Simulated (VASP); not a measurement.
# ZnS (P6_3mc) in VASP: single point with r2SCAN

Aim: the single point of ZnS with r2SCAN.

All numbers are computed with VASP 6.6.1; they aren't measurements. Logs are shortened: lines on timing, memory, paths and dates and some standing lists are left out, and cuts for length are marked.

### Step 1. The cell of the first run

The structure is hexagonal, space group P6_3mc (No. 186). The conventional cell has a = 3.774 Å, b = 3.774 Å, c = 6.192 Å, α = 90.00°, β = 90.00°, γ = 120.00°. Within 3.0 Å of Zn (site symmetry 3m) lie 4 S at 2.29 to 2.38 Å. S (site symmetry 3m) has 4 Zn at 2.29 to 2.38 Å within 3.0 Å.

### Step 2. Single point, r2SCAN

Contents of POSCAR:

```
ZnS
1.0
    1.8869160000      3.2682340000      0.0000000000
   -1.8869160000      3.2682340000      0.0000000000
    0.0000000000      0.0000000000      6.1917400000
Zn S
2 2
Direct
    0.3333300000      0.3333400000      0.0000000000
    0.6666600000      0.6666700000      0.5000000000
    0.3333300000      0.3333400000      0.3850000000
    0.6666600000      0.6666700000      0.8850000000
```

Contents of INCAR.step1:

```
SYSTEM = ZnS
ALGO = Normal
EDIFF = 1E-5
ENCUT = 550
GGA = PE
GGA_COMPAT = .False.
ISMEAR = -1
LASPH = .True.
LCHARG = .False.
LREAL = .False.
LWAVE = .True.
NBANDS = 26
NELM = 120
PREC = Accurate
SIGMA = 0.1
```

Contents of INCAR.step2:

```
SYSTEM = ZnS
ALGO = Normal
EDIFF = 1E-6
ENCUT = 550
GGA_COMPAT = .False.
ISIF = 2
ISMEAR = -1
ISTART = 1
LASPH = .True.
LCHARG = .False.
LMIXTAU = .True.
LREAL = .False.
LWAVE = .False.
METAGGA = R2SCAN
NBANDS = 26
NELM = 120
PREC = Accurate
SIGMA = 0.1
```

Contents of KPOINTS:

```
k-points
0
Gamma
  8 8 4
  0 0 0
```

Potentials or basis: VASP PAW PBE potentials, release 64 (Zn, S).

On the command line:

```console
> cat potpaw_PBE.64/Zn/POTCAR potpaw_PBE.64/S/POTCAR > POTCAR
> cp INCAR.step1 INCAR
> mpirun -np 1 vasp_std > vasp.out
> cp INCAR.step2 INCAR
> mpirun -np 1 vasp_std > vasp.out
```

OUTCAR:

```text
SYSTEM = ZnS
   EDIFF = 1E-6
   ENCUT = 550
   ISIF = 2
   ISMEAR = -1
   ISTART = 1
   LASPH = .True.
   LREAL = .False.
   METAGGA = R2SCAN
   NELM = 120
   PREC = Accurate

 ion  position               nearest neighbor table
   1  0.333  0.333  0.000-   4 2.29   4 2.29   4 2.29   3 2.38
   2  0.667  0.667  0.500-   3 2.29   3 2.29   3 2.29   4 2.38
   3  0.333  0.333  0.385-   2 2.29   2 2.29   2 2.29   1 2.38
   4  0.667  0.667  0.885-   1 2.29   1 2.29   1 2.29   2 2.38

  LATTYP: Found a hexagonal cell.
 ALAT       =     3.7738316695
 C/A-ratio  =     1.6407038104

  Lattice vectors:

 A1 = (   1.8869160000,  -3.2682340000,   0.0000000000)
 A2 = (   1.8869160000,   3.2682340000,   0.0000000000)
 A3 = (   0.0000000000,   0.0000000000,   6.1917400000)

Analysis of symmetry for initial positions (statically):
=====================================================================
 Subroutine PRICEL returns:
 Original cell was already a primitive cell.

 Routine SETGRP: Setting up the symmetry group for a
 hexagonal supercell.

 Subroutine GETGRP returns: Found  4 space group operations
 (whereof  1 operations were pure point group operations)
 out of a pool of 24 trial point group operations.

The static configuration has the point symmetry C_1 .
 The point group associated with its full space group is C_2v.

Analysis of symmetry for dynamics (positions and initial velocities):
=====================================================================
 Subroutine PRICEL returns:
 Original cell was already a primitive cell.

 Routine SETGRP: Setting up the symmetry group for a
 hexagonal supercell.

 Subroutine GETGRP returns: Found  4 space group operations
 (whereof  1 operations were pure point group operations)
 out of a pool of 24 trial point group operations.

The dynamic configuration has the point symmetry C_1 .
 The point group associated with its full space group is C_2v.

 Subroutine INISYM returns: Found  4 space group operations
 (whereof  1 operations are pure point group operations),
 and found     1 'primitive' translations

----------------------------------------------------------------------------------------

                                     Primitive cell

  volume of cell :      76.3675

  direct lattice vectors                    reciprocal lattice vectors
     1.886916000  3.268234000  0.000000000     0.264982649  0.152987822  0.000000000
    -1.886916000  3.268234000  0.000000000    -0.264982649  0.152987822  0.000000000
     0.000000000  0.000000000  6.191740000     0.000000000  0.000000000  0.161505490

  length of vectors
     3.773831670  3.773831670  6.191740000     0.305975616  0.305975616  0.161505490

  position of ions in fractional coordinates (direct lattice)
     0.333330000  0.333340000  0.000000000
     0.666660000  0.666670000  0.500000000
     0.333330000  0.333340000  0.385000000
     0.666660000  0.666670000  0.885000000

  ion indices of the primitive-cell ions
   primitive index   ion index
                 1           1
                 2           2
                 3           3
                 4           4

----------------------------------------------------------------------------------------

 KPOINTS: k-points

Automatic generation of k-mesh.
 Grid dimensions read from file:
 generate k-points for:    8    8    4

 Generating k-lattice:

  Cartesian coordinates                     Fractional coordinates (reciprocal lattice)
     0.033122831  0.019123478  0.000000000     0.125000000 -0.000000000  0.000000000
    -0.033122831  0.019123478  0.000000000    -0.000000000  0.125000000  0.000000000
     0.000000000  0.000000000  0.040376372     0.000000000  0.000000000  0.250000000

  Length of vectors
     0.038246952  0.038246952  0.040376372

  Shift w.r.t. Gamma in fractional coordinates (k-lattice)
     0.000000000  0.000000000  0.000000000

 Subroutine IBZKPT returns following result:
 ===========================================

 Found     63 irreducible k-points:

 Following reciprocal coordinates:
            Coordinates               Weight
  0.000000  0.000000  0.000000      1.000000
  0.125000 -0.000000  0.000000      4.000000
  0.125000  0.125000  0.000000      2.000000
  0.250000 -0.000000  0.000000      4.000000
  0.250000  0.250000  0.000000      2.000000
  0.375000  0.000000  0.000000      4.000000
[... 16 lines left out ...]
  0.125000 -0.000000  0.250000      8.000000
  0.125000  0.125000  0.250000      4.000000
 [... further k-points ...]
   k-points           NKPTS =     63   k-points in BZ     NKDIM =     63   number of bands    NBANDS=     26
   number of dos      NEDOS =    301   number of ions     NIONS =      4
   total plane-waves  NPLWV =  43200
   dimension x,y,z NGX =    30 NGY =   30 NGZ =   48
   dimension x,y,z NGXF=    60 NGYF=   60 NGZF=   96
   ions per type =               2   2
   NGX,Y,Z   is equivalent  to a cutoff of  13.22, 13.22, 12.89 a.u.
   NGXF,Y,Z  is equivalent  to a cutoff of  26.43, 26.43, 25.78 a.u.
 SYSTEM =  ZnS
   PREC   = accura    normal or accurate (medium, high low for compatibility)
   ISTART =      1    job   : 0-new  1-cont  2-samecut
   ICHARG =      0    charge: 1-file 2-atom 10-const
   ISPIN  =      1    spin polarized calculation?
   LNONCOLLINEAR =      F non collinear calculations
   LSORBIT =      F    spin-orbit coupling
   LASPH  =      T    aspherical Exc in radial PAW
   ENCUT  =  550.0 eV  40.42 Ry    6.36 a.u.   7.22  7.22 11.84*2*pi/ulx,y,z
   NELM   =    120;   NELMIN=  2; NELMDL=  0     # of ELM steps
   EDIFF  = 0.1E-05   stopping-criterion for ELM
   LREAL  =      F    real-space projection
   EDIFFG = 0.1E-04   stopping-criterion for IOM
   NSW    =      0    number of steps for IOM
   IBRION =     -1    ionic relax: 0-MD 1-quasi-New 2-CG
   NFREE  =      0    steps in history (QN), initial steepest desc. (CG)
   ISIF   =      2    stress and relaxation
   ISYM   =      2    0-nonsym 1-usesym 2-fastsym
   POTIM  = 0.5000    time-step for ionic-motion
   TEBEG  =    0.0;   TEEND  =   0.0 temperature during run
   PSTRESS=    0.0 pullay stress
   NELECT =      36.0000    total number of electrons
   NUPDOWN=      -1.0000    fix difference up-down
   EMIN   =  10.00;   EMAX   =-10.00  energy-range for DOS
   EFERMI =   0.00;   METHOD = LEGACY
   ISMEAR =    -1;   SIGMA  =   0.10  broadening in eV -4-tet -1-fermi 0-gaus
   EFERMI_NEDOS =   21; number of points for ismear=-14 and -15
   IALGO  =     38    algorithm
   IMIX   =      4    mixing-type and parameters
     AMIX     =   0.40;   BMIX     =  1.00
     AMIX_MAG =   1.60;   BMIX_MAG =  1.00
  volume/ion in A,a.u.               =      19.09       128.84
  Fermi-wavevector in a.u.,A,eV,Ry     =   1.274108  2.407715 22.087029  1.623351
  Thomas-Fermi vector in A             =   2.406894
   LORBIT       =      0    0 simple, 1 ext, 2 COOP (PROOUT), +10 PAW based schemes
   METAGGA = R2SCAN    functional components
   LHFCALC =     F    Hartree Fock is set to
   AEXX    =    0.0000 exact exchange contribution
   IVDW    =     0    specifies the selected vdW correction
   LEPSILON=     F    determine dielectric tensor
   LRPA    =     F    only Hartree local field effects (RPA)
 non-spin polarized calculation
  energy-cutoff  :      550.00
  volume of cell :       76.37
 maximum number of plane-waves:      2258
 NGX is ok and might be reduce to    30
   NGX = 15   NGY = 15   NGZ = 23

 number of electron      35.9999978 magnetization

 Free energy of the ion-electron system (eV)
  ---------------------------------------------------
  ext. energy  EPLUGINS =         0.00000000
  ---------------------------------------------------
  free energy    TOTEN  =       -37.68335489 eV

  energy without entropy =      -37.68335486  energy(sigma->0) =      -37.68335487

 E-fermi :   3.7140     XC(G=0): -10.4420

 val. band max:        2.1364856761   @ k =   0.0000   0.0000   0.0000
 cond. band min:       5.0933585747   @ k =   0.0000   0.0000   0.0000
 fundamental gap:      2.9568728987
 Fermi energy:         3.7140230694

 k-point     1 :       0.0000    0.0000    0.0000
  band No.  band energies     occupation
      1     -11.7857      2.00000
      2     -10.8022      2.00000
      3      -4.5036      2.00000
      4      -4.5036      2.00000
      5      -4.4308      2.00000
      6      -4.4308      2.00000
[... 18 lines left out ...]
     25      10.3134      0.00000
     26      12.1755      0.00000

 k-point     2 :       0.1250   -0.0000    0.0000
  band No.  band energies     occupation
      1     -11.6716      2.00000
      2     -10.7358      2.00000
      3      -4.5127      2.00000
      4      -4.4755      2.00000
      5      -4.4230      2.00000
      6      -4.3949      2.00000
[... 18 lines left out ...]
     25      10.8374      0.00000
     26      11.3111      0.00000

 k-point     3 :       0.1250    0.1250    0.0000
  band No.  band energies     occupation
      1     -11.6716      2.00000
      2     -10.7358      2.00000
      3      -4.5127      2.00000
      4      -4.4755      2.00000
      5      -4.4230      2.00000
      6      -4.3949      2.00000
[... 18 lines left out ...]
     25      10.8373      0.00000
     26      11.3111      0.00000

 k-point     4 :       0.2500   -0.0000    0.0000
  band No.  band energies     occupation
      1     -11.3653      2.00000
      2     -10.5803      2.00000
      3      -4.5149      2.00000
      4      -4.4121      2.00000
      5      -4.3978      2.00000
      6      -4.3039      2.00000
[... 18 lines left out ...]
     25      11.2387      0.00000
     26      11.6979      0.00000
[... 496 lines left out ...]
      1     -11.6609      2.00000
      2     -10.9695      2.00000
      3      -4.4964      2.00000
      4      -4.4964      2.00000
      5      -4.4451      2.00000
      6      -4.4451      2.00000
[... 18 lines left out ...]
     25       9.9517      0.00000
     26      11.2517      0.00000

 k-point    23 :       0.1250   -0.0000    0.2500
  band No.  band energies     occupation
      1     -11.5514      2.00000
      2     -10.8929      2.00000
      3      -4.5107      2.00000
      4      -4.4669      2.00000
      5      -4.4426      2.00000
      6      -4.4101      2.00000
[... 18 lines left out ...]
     25      10.4599      0.00000
     26      11.2348      0.00000

 k-point    24 :       0.1250    0.1250    0.2500
  band No.  band energies     occupation
      1     -11.5514      2.00000
      2     -10.8929      2.00000
      3      -4.5107      2.00000
      4      -4.4669      2.00000
      5      -4.4426      2.00000
      6      -4.4101      2.00000
[... 18 lines left out ...]
     25      10.4598      0.00000
     26      11.2348      0.00000

 [... further k-points ...]

------------------------ aborting loop because EDIFF is reached ----------------------------------------

  FORCE on cell =-STRESS in cart. coord.  units (eV):
  Direction    XX          YY          ZZ          XY          YZ          ZX
  --------------------------------------------------------------------------------------
  -------------------------------------------------------------------------------------
  Total        1.5917257      1.5925223      0.2768827      0.0000000      0.0000000      0.0000000
  in kB       33.3941505     33.4108619      5.8089540      0.0000000      0.0000000      0.0000000
  external PRESSURE =      24.2046554 kB  Pullay stress =       0.0000000 kB

 VOLUME and BASIS-vectors are now :
 -----------------------------------------------------------------------------
  energy-cutoff  :      550.00
  volume of cell :       76.37
      direct lattice vectors                 reciprocal lattice vectors
     1.886916000  3.268234000  0.000000000     0.264982649  0.152987822  0.000000000
    -1.886916000  3.268234000  0.000000000    -0.264982649  0.152987822  0.000000000
     0.000000000  0.000000000  6.191740000     0.000000000  0.000000000  0.161505490

 POSITION                                       TOTAL-FORCE (eV/Angst)
 -----------------------------------------------------------------------------------
     -0.00002      2.17883      0.00000         0.000000     -0.000149      0.368555
     -0.00002      4.35763      3.09587         0.000000      0.000149      0.368555
     -0.00002      2.17883      2.38382         0.000000     -0.000174     -0.368555
     -0.00002      4.35763      5.47969         0.000000      0.000174     -0.368555
 -----------------------------------------------------------------------------------
    total drift:                                0.000004      0.000000     -0.000728

  FREE ENERGIE OF THE ION-ELECTRON SYSTEM (eV)
  ---------------------------------------------------
  free  energy   TOTEN  =       -37.6833548865 eV

  energy  without entropy=      -37.6833548601  energy(sigma->0) =      -37.68335487
```

Run time: 12 min. Hardware: 1 thread of Intel Xeon 8259CL, shared host; peak memory 0.28 GiB.

Results:

```
Free energy            : -37.6834 eV
Pressure               : 2.4 GPa
Largest force          : 0.369 eV/Å
Band gap on the k mesh : 2.96 eV
```

Forces in eV/Å, atoms in the order of the input:
```
Zn   0.000  0.000  0.369
Zn   0.000  0.000  0.369
S    0.000  0.000 -0.369
S    0.000  0.000 -0.369
```

Stress tensor (GPa, compression positive):
```
3.34 0.00 0.00
0.00 3.34 0.00
0.00 0.00 0.58
```

Caveat: the PAW data sets were made with another functional, which shifts forces and pressure a little.
